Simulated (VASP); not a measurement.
A run of VASP 6.6.1:

File INCAR:

```
SYSTEM = MgO
ALGO     = Normal         ! electronic algorithm
EDIFF    = 1E-6           ! SCF threshold, eV
ENCUT    = 520            ! plane-wave cutoff, eV
GGA      = PE             ! functional
ISIF     = 2              ! what is computed and relaxed
ISMEAR   = 0              ! smearing method
LASPH    = .TRUE.         ! aspherical terms in the spheres
LCHARG   = .FALSE.        ! write CHGCAR
LREAL    = .FALSE.        ! projectors in reciprocal space
LWAVE    = .FALSE.        ! write WAVECAR
NBANDS   = 16             ! bands
NELM     = 80             ! most SCF steps
PREC     = Accurate       ! precision mode
SIGMA    = 0.05           ! smearing width, eV
```

The input KPOINTS:

```
k-points
0
G
  9 9 6
  0 0 0
```

File POSCAR:

```
MgO
1.0
    3.6270000000      0.0000000000      0.0000000000
   -1.8135000000      3.1410741395      0.0000000000
    0.0000000000      0.0000000000      4.1546000000
Mg O
2 2
Direct
    0.6666666667      0.3333333333      0.7500000000
    0.3333333333      0.6666666667      0.2500000000
    0.6666666667      0.3333333333      0.2500000000
    0.3333333333      0.6666666667      0.7500000000
```

Potentials or basis: VASP PAW PBE potentials, release 64 (Mg, O).

Run with:

```sh
$ cat potpaw_PBE.64/Mg/POTCAR potpaw_PBE.64/O/POTCAR > POTCAR
$ mpirun -np 1 vasp_std > vasp.out
```

Hardware: 1 thread of AMD EPYC 9R45 (Zen 5) (shared host).

**Question.** How long does it take, and how much memory?

**Answer.** It took 26 s on 1 thread of AMD EPYC 9R45 (Zen 5), on a shared host, peak memory 0.14 GiB. Counts: scf iterations 14, k points 48.
